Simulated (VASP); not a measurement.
# WSe2 in VASP: notebook

WSe2 is run at these levels: PBEsol+D3(BJ); tasks: single point.

Program: VASP 6.6.1. These are calculated values, not measurements. Logs are shortened: lines on timing, memory, paths and dates and some standing lists are left out, and cuts for length are marked.

## 1. The cell of the first run

The typed cell holds 6 atoms: a = 3.279 Å, b = 3.279 Å, c = 12.603 Å, α = 90.00°, β = 90.00°, γ = 120.00°.

## 2. Single point, PBEsol+D3(BJ) (equal strain along all axes, cell held: +1.5 %, then relaxed in part)

Contents of INCAR:

```
ALGO     = Normal         # electronic algorithm
EDIFF    = 1E-7           # SCF threshold, eV
ENCUT    = 520            # plane-wave cutoff, eV
GGA      = PS             # functional
ISIF     = 2              # what is computed and relaxed
ISMEAR   = 0              # smearing method
IVDW     = 12             # dispersion correction
LASPH    = T              # aspherical terms in the spheres
LCHARG   = T              # write CHGCAR
LELF     = T              # ELF
LREAL    = F              # projectors in reciprocal space
LVHAR    = T            
LWAVE    = F              # write WAVECAR
NBANDS   = 35             # bands
NELM     = 100            # most SCF steps
PREC     = Accurate       # precision mode
SIGMA    = 0.02           # smearing width, eV
```

Contents of KPOINTS:

```
k-points
0
Gamma
  12 12 4
```

Contents of POSCAR:

```
WSe2
1.0
    3.2793019234      0.0000000000      0.0000000000
   -1.6396509617      2.8399587723      0.0000000000
    0.0000000000      0.0000000000     12.6032767114
W Se
2 4
Direct
    0.6666666667      0.3333333333      0.2499066147
    0.3333333333      0.6666666667      0.7500933853
    0.3333333333      0.6666666667      0.3821651200
    0.6666666667      0.3333333333      0.8823510645
    0.3333333333      0.6666666667      0.1176489355
    0.6666666667      0.3333333333      0.6178348800
```

Potentials or basis: VASP PAW PBE potentials, release 64 (W_sv, Se).

Command:

```sh
$ cat potpaw_PBE.64/W_sv/POTCAR potpaw_PBE.64/Se/POTCAR > POTCAR
$ mpirun -np 1 vasp_std > vasp.out
```

OUTCAR:

```text
EDIFF = 1E-7
   ENCUT = 520
   GGA = PS
   ISIF = 2
   ISMEAR = 0
   IVDW = 12
   LASPH = T
   LREAL = F
   NELM = 100
   PREC = Accurate
 IVDW          = 12

 ion  position               nearest neighbor table
   1  0.667  0.333  0.250-   5 2.52   5 2.52   5 2.52   3 2.52   3 2.52   3 2.52
   2  0.333  0.667  0.750-   4 2.52   4 2.52   4 2.52   6 2.52   6 2.52   6 2.52
   3  0.333  0.667  0.382-   1 2.52   1 2.52   1 2.52
   4  0.667  0.333  0.882-   2 2.52   2 2.52   2 2.52
   5  0.333  0.667  0.118-   1 2.52   1 2.52   1 2.52
   6  0.667  0.333  0.618-   2 2.52   2 2.52   2 2.52

  LATTYP: Found a hexagonal cell.
 ALAT       =     3.2793019234
 C/A-ratio  =     3.8432803706

  Lattice vectors:

 A1 = (   3.2793019234,   0.0000000000,   0.0000000000)
 A2 = (  -1.6396509617,   2.8399587723,   0.0000000000)
 A3 = (   0.0000000000,   0.0000000000,  12.6032767114)

Analysis of symmetry for initial positions (statically):
=====================================================================
 Subroutine PRICEL returns:
 Original cell was already a primitive cell.

 Routine SETGRP: Setting up the symmetry group for a
 hexagonal supercell.

 Subroutine GETGRP returns: Found 12 space group operations
 (whereof 12 operations were pure point group operations)
 out of a pool of 24 trial point group operations.

The static configuration has the point symmetry D_3d.

Analysis of symmetry for dynamics (positions and initial velocities):
=====================================================================
 Subroutine PRICEL returns:
 Original cell was already a primitive cell.

 Routine SETGRP: Setting up the symmetry group for a
 hexagonal supercell.

 Subroutine GETGRP returns: Found 12 space group operations
 (whereof 12 operations were pure point group operations)
 out of a pool of 24 trial point group operations.

The dynamic configuration has the point symmetry D_3d.

 Subroutine INISYM returns: Found 12 space group operations
 (whereof 12 operations are pure point group operations),
 and found     1 'primitive' translations

----------------------------------------------------------------------------------------

                                     Primitive cell

  volume of cell :     117.3754

  direct lattice vectors                    reciprocal lattice vectors
     3.279301923  0.000000000  0.000000000     0.304942949  0.176058894  0.000000000
    -1.639650962  2.839958772  0.000000000     0.000000000  0.352117788  0.000000000
     0.000000000  0.000000000 12.603276711     0.000000000  0.000000000  0.079344445

  length of vectors
     3.279301923  3.279301923 12.603276711     0.352117788  0.352117788  0.079344445

  position of ions in fractional coordinates (direct lattice)
     0.666666667  0.333333333  0.249906615
     0.333333333  0.666666667  0.750093385
     0.333333333  0.666666667  0.382165120
     0.666666667  0.333333333  0.882351064
     0.333333333  0.666666667  0.117648936
     0.666666667  0.333333333  0.617834880

  ion indices of the primitive-cell ions
   primitive index   ion index
                 1           1
                 2           2
                 3           3
                 4           4
                 5           5
                 6           6

----------------------------------------------------------------------------------------

 KPOINTS: k-points

Automatic generation of k-mesh.
 Grid dimensions read from file:
 generate k-points for:   12   12    4

 Generating k-lattice:

  Cartesian coordinates                     Fractional coordinates (reciprocal lattice)
     0.025411912  0.014671574  0.000000000     0.083333333  0.000000000  0.000000000
     0.000000000  0.029343149  0.000000000     0.000000000  0.083333333  0.000000000
     0.000000000  0.000000000  0.019836111     0.000000000  0.000000000  0.250000000

  Length of vectors
     0.029343149  0.029343149  0.019836111

  Shift w.r.t. Gamma in fractional coordinates (k-lattice)
     0.000000000  0.000000000  0.000000000

 Subroutine IBZKPT returns following result:
 ===========================================

 Found     69 irreducible k-points:

 Following reciprocal coordinates:
            Coordinates               Weight
  0.000000  0.000000  0.000000      1.000000
  0.083333 -0.000000  0.000000      6.000000
  0.166667 -0.000000  0.000000      6.000000
  0.250000 -0.000000  0.000000      6.000000
  0.333333 -0.000000  0.000000      6.000000
  0.416667 -0.000000  0.000000      6.000000
[... 16 lines left out ...]
  0.166667 -0.000000  0.250000      6.000000
  0.000000  0.166667  0.250000      6.000000
 [... further k-points ...]
   k-points           NKPTS =     69   k-points in BZ     NKDIM =     69   number of bands    NBANDS=     35
   number of dos      NEDOS =    301   number of ions     NIONS =      6
   total plane-waves  NPLWV =  55296
   dimension x,y,z NGX =    24 NGY =   24 NGZ =   96
   dimension x,y,z NGXF=    48 NGYF=   48 NGZF=  192
   ions per type =               2   4
   NGX,Y,Z   is equivalent  to a cutoff of  12.17, 12.17, 12.66 a.u.
   NGXF,Y,Z  is equivalent  to a cutoff of  24.33, 24.33, 25.33 a.u.
 SYSTEM =  unknown system
   PREC   = accura    normal or accurate (medium, high low for compatibility)
   ISTART =      0    job   : 0-new  1-cont  2-samecut
   ICHARG =      2    charge: 1-file 2-atom 10-const
   ISPIN  =      1    spin polarized calculation?
   LNONCOLLINEAR =      F non collinear calculations
   LSORBIT =      F    spin-orbit coupling
   LASPH  =      T    aspherical Exc in radial PAW
   ENCUT  =  520.0 eV  38.22 Ry    6.18 a.u.   6.10  6.10 23.43*2*pi/ulx,y,z
   NELM   =    100;   NELMIN=  2; NELMDL= -5     # of ELM steps
   EDIFF  = 0.1E-06   stopping-criterion for ELM
   LREAL  =      F    real-space projection
   EDIFFG = 0.1E-05   stopping-criterion for IOM
   NSW    =      0    number of steps for IOM
   IBRION =     -1    ionic relax: 0-MD 1-quasi-New 2-CG
   NFREE  =      0    steps in history (QN), initial steepest desc. (CG)
   ISIF   =      2    stress and relaxation
   ISYM   =      2    0-nonsym 1-usesym 2-fastsym
   POTIM  = 0.5000    time-step for ionic-motion
   TEBEG  =    0.0;   TEEND  =   0.0 temperature during run
   PSTRESS=    0.0 pullay stress
   NELECT =      52.0000    total number of electrons
   NUPDOWN=      -1.0000    fix difference up-down
   EMIN   =  10.00;   EMAX   =-10.00  energy-range for DOS
   EFERMI =   0.00;   METHOD = LEGACY
   ISMEAR =     0;   SIGMA  =   0.02  broadening in eV -4-tet -1-fermi 0-gaus
   EFERMI_NEDOS =   21; number of points for ismear=-14 and -15
   IALGO  =     38    algorithm
   IMIX   =      4    mixing-type and parameters
     AMIX     =   0.40;   BMIX     =  1.00
     AMIX_MAG =   1.60;   BMIX_MAG =  1.00
  volume/ion in A,a.u.               =      19.56       132.01
  Fermi-wavevector in a.u.,A,eV,Ry     =   1.248007  2.358391 21.191362  1.557521
  Thomas-Fermi vector in A             =   2.382113
   LORBIT       =      0    0 simple, 1 ext, 2 COOP (PROOUT), +10 PAW based schemes
   GGA     = PS    functional components
   LHFCALC =     F    Hartree Fock is set to
   AEXX    =    0.0000 exact exchange contribution
   IVDW    =    12    specifies the selected vdW correction
   LEPSILON=     F    determine dielectric tensor
   LRPA    =     F    only Hartree local field effects (RPA)
 non-spin polarized calculation
 Gauss-broadening in eV      SIGMA  =   0.02
  energy-cutoff  :      520.00
  volume of cell :      117.38
 maximum number of plane-waves:      3216
   NGX = 13   NGY = 13   NGZ = 47

 number of electron      51.9999993 magnetization

 Free energy of the ion-electron system (eV)
  ---------------------------------------------------
  ext. energy  EPLUGINS =         0.00000000
  ---------------------------------------------------
  free energy    TOTEN  =       -46.51594960 eV

  energy without entropy =      -46.51594960  energy(sigma->0) =      -46.51594960

 E-fermi :   6.8257     XC(G=0): -11.1290

 val. band max:        6.6434552254   @ k =   0.0000   0.0000   0.0000
 cond. band min:       7.4405974428   @ k =   0.1667   0.1667   0.0000
 fundamental gap:      0.7971422174
 Fermi energy:         6.8256716204

 k-point     1 :       0.0000    0.0000    0.0000
  band No.  band energies     occupation
      1     -67.7351      2.00000
      2     -67.7351      2.00000
      3     -31.9950      2.00000
      4     -31.9949      2.00000
      5     -31.8578      2.00000
      6     -31.8578      2.00000
[... 27 lines left out ...]
     34       9.5625      0.00000
     35      11.0619      0.00000

 k-point     2 :       0.0833   -0.0000    0.0000
  band No.  band energies     occupation
      1     -67.7344      2.00000
      2     -67.7344      2.00000
      3     -31.9918      2.00000
      4     -31.9917      2.00000
      5     -31.8744      2.00000
      6     -31.8744      2.00000
[... 27 lines left out ...]
     34       9.4685      0.00000
     35      11.7043      0.00000

 k-point     3 :       0.1667   -0.0000    0.0000
  band No.  band energies     occupation
      1     -67.7324      2.00000
      2     -67.7324      2.00000
      3     -31.9831      2.00000
      4     -31.9830      2.00000
      5     -31.9196      2.00000
      6     -31.9196      2.00000
[... 27 lines left out ...]
     34       9.9526      0.00000
     35      12.6760      0.00000

 k-point     4 :       0.2500   -0.0000    0.0000
  band No.  band energies     occupation
      1     -67.7296      2.00000
      2     -67.7296      2.00000
      3     -31.9807      2.00000
      4     -31.9807      2.00000
      5     -31.9711      2.00000
      6     -31.9711      2.00000
[... 27 lines left out ...]
     34      10.4475      0.00000
     35      12.9408      0.00000

 k-point     5 :       0.3333   -0.0000    0.0000
  band No.  band energies     occupation
      1     -67.7269      2.00000
      2     -67.7269      2.00000
      3     -32.0411      2.00000
      4     -32.0411      2.00000
      5     -31.9591      2.00000
      6     -31.9591      2.00000
[... 638 lines left out ...]
 k-point    22 :       0.0000    0.0833    0.2500
  band No.  band energies     occupation
      1     -67.7344      2.00000
      2     -67.7343      2.00000
      3     -31.9918      2.00000
      4     -31.9918      2.00000
      5     -31.8744      2.00000
      6     -31.8744      2.00000
[... 27 lines left out ...]
     34       9.4703      0.00000
     35      11.7876      0.00000

 k-point    23 :       0.1667   -0.0000    0.2500
  band No.  band energies     occupation
      1     -67.7324      2.00000
      2     -67.7324      2.00000
      3     -31.9831      2.00000
      4     -31.9830      2.00000
      5     -31.9196      2.00000
      6     -31.9196      2.00000
[... 27 lines left out ...]
     34       9.9258      0.00000
     35      12.7511      0.00000

 k-point    24 :       0.0000    0.1667    0.2500
  band No.  band energies     occupation
      1     -67.7324      2.00000
      2     -67.7324      2.00000
      3     -31.9831      2.00000
      4     -31.9830      2.00000
      5     -31.9196      2.00000
      6     -31.9196      2.00000
[... 27 lines left out ...]
     34       9.9259      0.00000
     35      12.7518      0.00000

 [... further k-points ...]

------------------------ aborting loop because EDIFF is reached ----------------------------------------

 Edisp (eV)   -2.72806

 E8    (eV) :    -1.8345

  FORCE on cell =-STRESS in cart. coord.  units (eV):
  Direction    XX          YY          ZZ          XY          YZ          ZX
  --------------------------------------------------------------------------------------
  -------------------------------------------------------------------------------------
  Total      -2.59811    -2.59811    -0.90093     0.00000    -0.00000     0.00000
  in kB     -35.46425   -35.46425   -12.29778     0.00000    -0.00000     0.00000
  external pressure =      -27.74 kB  Pullay stress =        0.00 kB

 VOLUME and BASIS-vectors are now :
 -----------------------------------------------------------------------------
  energy-cutoff  :      520.00
  volume of cell :      117.38
      direct lattice vectors                 reciprocal lattice vectors
     3.279301923  0.000000000  0.000000000     0.304942949  0.176058894  0.000000000
    -1.639650962  2.839958772  0.000000000     0.000000000  0.352117788  0.000000000
     0.000000000  0.000000000 12.603276711     0.000000000  0.000000000  0.079344445

 POSITION                                       TOTAL-FORCE (eV/Angst)
 -----------------------------------------------------------------------------------
      1.63965      0.94665      3.14964        -0.000000     -0.000000      0.000995
     -0.00000      1.89331      9.45363         0.000000      0.000000     -0.000995
     -0.00000      1.89331      4.81653        -0.000000      0.000000      0.063096
      1.63965      0.94665     11.12051        -0.000000      0.000000      0.061031
     -0.00000      1.89331      1.48276         0.000000     -0.000000     -0.061031
      1.63965      0.94665      7.78674         0.000000     -0.000000     -0.063096
 -----------------------------------------------------------------------------------
    total drift:                                0.000000     -0.000000      0.000000

  FREE ENERGIE OF THE ION-ELECTRON SYSTEM (eV)
  ---------------------------------------------------
  free  energy   TOTEN  =       -49.2440055082 eV

  energy  without entropy=      -49.2440055082  energy(sigma->0) =      -49.24400551
```

Wall time 4.9 min (1 thread of Intel Xeon 6975P-C, shared host); peak memory 0.39 GiB.

Results:

| Quantity | Value |
| --- | --- |
| Free energy | -49.2440 eV |
| Pressure | -2.8 GPa |
| Largest force | 0.063 eV/Å |
| Band gap on the k mesh | 0.80 eV, indirect (least direct gap 1.51 eV) |
| Dispersion energy per atom | -0.455 eV |

Forces in eV/Å, atoms in the order of the input:
```
W    0.000  0.000  0.001
W    0.000  0.000 -0.001
Se   0.000  0.000  0.063
Se   0.000  0.000  0.061
Se   0.000  0.000 -0.061
Se   0.000  0.000 -0.063
```

Levels at points of the mesh, in eV from the valence-band top:
```csv
k point,band 23,band 24,band 25,band 26,band 27,band 28,band 29,band 30
"(0.00, 0.00, 0.00)",-1.62,-1.27,-0.87,0.00,2.54,2.54,2.61,2.61
"(0.50, 0.00, 0.00)",-1.62,-1.53,-1.40,-1.18,2.02,2.08,2.17,2.59
"(0.00, 0.00, 0.50)",-1.66,-1.66,-0.19,-0.19,2.54,2.54,2.54,2.54
"(0.50, 0.00, 0.50)",-1.48,-1.48,-1.36,-1.35,2.04,2.04,2.42,2.43
```

Caveat: the cell differs from its parent crystal (equal strain along all axes, cell held: +1.5 %, then relaxed in part); the PAW data sets were made with another functional, which shifts forces and pressure a little; spin-orbit coupling is left out, which moves the levels of the heavy elements. A k mesh can miss the band edges.

## 3. Single point, PBEsol+D3(BJ)

Contents of INCAR:

```
SYSTEM = WSe2
ALGO = Normal
EDIFF = 1E-6
ENCUT = 520
GGA = PS
ISIF = 2
ISMEAR = 0
IVDW = 12
LASPH = .True.
LCHARG = .False.
LREAL = .False.
LWAVE = .False.
NBANDS = 35
NELM = 60
PREC = Accurate
SIGMA = 0.02
```

Contents of KPOINTS:

```
k-points
0
Gamma
  12 12 4
  0 0 0
```

POSCAR is that of step 2.

Potentials or basis: VASP PAW PBE potentials, release 64 (W_sv, Se).

Command:

```sh
$ cat potpaw_PBE.64/W_sv/POTCAR potpaw_PBE.64/Se/POTCAR > POTCAR
$ mpirun -np 1 vasp_std > vasp.out
```

OUTCAR:

```text
SYSTEM = WSe2
   EDIFF = 1E-6
   ENCUT = 520
   GGA = PS
   ISIF = 2
   ISMEAR = 0
   IVDW = 12
   LASPH = .True.
   LREAL = .False.
   NELM = 60
   PREC = Accurate
 IVDW          = 12

 ion  position               nearest neighbor table
   1  0.667  0.333  0.250-   5 2.52   5 2.52   5 2.52   3 2.52   3 2.52   3 2.52
   2  0.333  0.667  0.750-   4 2.52   4 2.52   4 2.52   6 2.52   6 2.52   6 2.52
   3  0.333  0.667  0.382-   1 2.52   1 2.52   1 2.52
   4  0.667  0.333  0.882-   2 2.52   2 2.52   2 2.52
   5  0.333  0.667  0.118-   1 2.52   1 2.52   1 2.52
   6  0.667  0.333  0.618-   2 2.52   2 2.52   2 2.52

  LATTYP: Found a hexagonal cell.
 ALAT       =     3.2793019234
 C/A-ratio  =     3.8432803706

  Lattice vectors:

 A1 = (   3.2793019234,   0.0000000000,   0.0000000000)
 A2 = (  -1.6396509617,   2.8399587723,   0.0000000000)
 A3 = (   0.0000000000,   0.0000000000,  12.6032767114)

Analysis of symmetry for initial positions (statically):
=====================================================================
 Subroutine PRICEL returns:
[... 182 lines left out ...]
 cond. band min:       7.4405699633   @ k =   0.1667   0.1667   0.0000
 fundamental gap:      0.7971490916
 Fermi energy:         6.8256328066

 k-point     1 :       0.0000    0.0000    0.0000
  band No.  band energies     occupation
      1     -67.7350      2.00000
      2     -67.7349      2.00000
      3     -31.9949      2.00000
      4     -31.9949      2.00000
      5     -31.8576      2.00000
      6     -31.8576      2.00000
[... 901 lines left out ...]
     34       9.9258      0.00000
     35      12.7518      0.00000

 [... further k-points ...]

------------------------ aborting loop because EDIFF is reached ----------------------------------------

 Edisp (eV)   -2.72806

 E8    (eV) :    -1.8345

  FORCE on cell =-STRESS in cart. coord.  units (eV):
  Direction    XX          YY          ZZ          XY          YZ          ZX
  --------------------------------------------------------------------------------------
  -------------------------------------------------------------------------------------
  Total      -2.59775    -2.59775    -0.90509     0.00000     0.00000     0.00000
  in kB     -35.45935   -35.45935   -12.35457     0.00000     0.00000     0.00000
  external pressure =      -27.76 kB  Pullay stress =        0.00 kB

 VOLUME and BASIS-vectors are now :
 -----------------------------------------------------------------------------
  energy-cutoff  :      520.00
  volume of cell :      117.38
      direct lattice vectors                 reciprocal lattice vectors
     3.279301923  0.000000000  0.000000000     0.304942949  0.176058894  0.000000000
    -1.639650962  2.839958772  0.000000000     0.000000000  0.352117788  0.000000000
     0.000000000  0.000000000 12.603276711     0.000000000  0.000000000  0.079344445

 POSITION                                       TOTAL-FORCE (eV/Angst)
 -----------------------------------------------------------------------------------
      1.63965      0.94665      3.14964         0.000000     -0.000000      0.000992
     -0.00000      1.89331      9.45363        -0.000000     -0.000000     -0.000992
     -0.00000      1.89331      4.81653         0.000000     -0.000000      0.063371
      1.63965      0.94665     11.12051        -0.000000      0.000000      0.061308
     -0.00000      1.89331      1.48276         0.000000     -0.000000     -0.061308
      1.63965      0.94665      7.78674        -0.000000      0.000000     -0.063371
 -----------------------------------------------------------------------------------
    total drift:                                0.000000     -0.000000      0.000000

  FREE ENERGIE OF THE ION-ELECTRON SYSTEM (eV)
  ---------------------------------------------------
  free  energy   TOTEN  =       -49.2440055683 eV

  energy  without entropy=      -49.2440055683  energy(sigma->0) =      -49.24400557
```

It took 4.1 min on 1 thread of Intel Xeon 6975P-C, shared host; peak memory 0.39 GiB.

Results:

```yaml
Free_energy: -49.2440 eV
Pressure: -2.8 GPa
Largest_force: 0.063 eV/Å
Band_gap_on_the_k_mesh: 0.80 eV, indirect (least direct gap 1.51 eV)
Dispersion_energy_per_atom: -0.455 eV
```

Forces in eV/Å, atoms in the order of the input:
```
W    0.000  0.000  0.001
W    0.000  0.000 -0.001
Se   0.000  0.000  0.063
Se   0.000  0.000  0.061
Se   0.000  0.000 -0.061
Se   0.000  0.000 -0.063
```

Caveat: the PAW data sets were made with another functional, which shifts forces and pressure a little; spin-orbit coupling is left out, which moves the levels of the heavy elements.

(Continued in part 2 of 2.)
